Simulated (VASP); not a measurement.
Wanted: the native input for a VASP 6.6.1 run.

```
Task                   : single point
Functional             : PBE
Potentials or basis    : VASP PAW PBE potentials, release 64 (Zn)
Cutoff                 : 520 eV
k mesh                 : 16 × 16 × 16
Occupations            : fermi-dirac, width 0.1 eV
Spin                   : no spin polarisation
Dipole correction      : no
Further INCAR settings : ALGO = Normal; EDIFF = 1e-06; NBANDS = 19
```

The structure of Zn lies in POSCAR:

```
Zn
1.0
   -2.6122673237      2.6122673237      1.2833489285
    2.6122673237     -2.6122673237      1.2833489285
    2.6122673237      2.6122673237     -1.2833489285
Zn
2
Direct
   -0.3750000000     -0.1250000000     -0.2500000000
    0.3750000000      0.1250000000      0.2500000000
```

These files were run (other wordings do the same):

INCAR

```
SYSTEM = Zn
  ALGO = Normal
  EDIFF = 1E-6
  ENCUT = 520
  GGA = PE
  ISIF = 2
  ISMEAR = -1
  LASPH = .True.
  LCHARG = .True.
  LELF = .True.
  LREAL = .False.
  LVHAR = .True.
  LWAVE = .False.
  NBANDS = 19
  NELM = 80
  PREC = Accurate
  SIGMA = 0.1
```

KPOINTS

```
k-points
0
Gamma
  16 16 16
  0 0 0
```

Potentials or basis: VASP PAW PBE potentials, release 64 (Zn).

Run with:

```sh
$ cat potpaw_PBE.64/Zn/POTCAR > POTCAR
$ mpirun -np 1 vasp_std > vasp.out
```

It gave:

```json
{
 "Pressure": "-0.3 GPa",
 "Band gap on the k mesh": "zero (bands 12 and 13 overlap by 7.00 eV)"
}
```

Run time: 2 min on 1 thread of AMD EPYC 9R45 (Zen 5), on a shared host, peak memory 0.28 GiB.
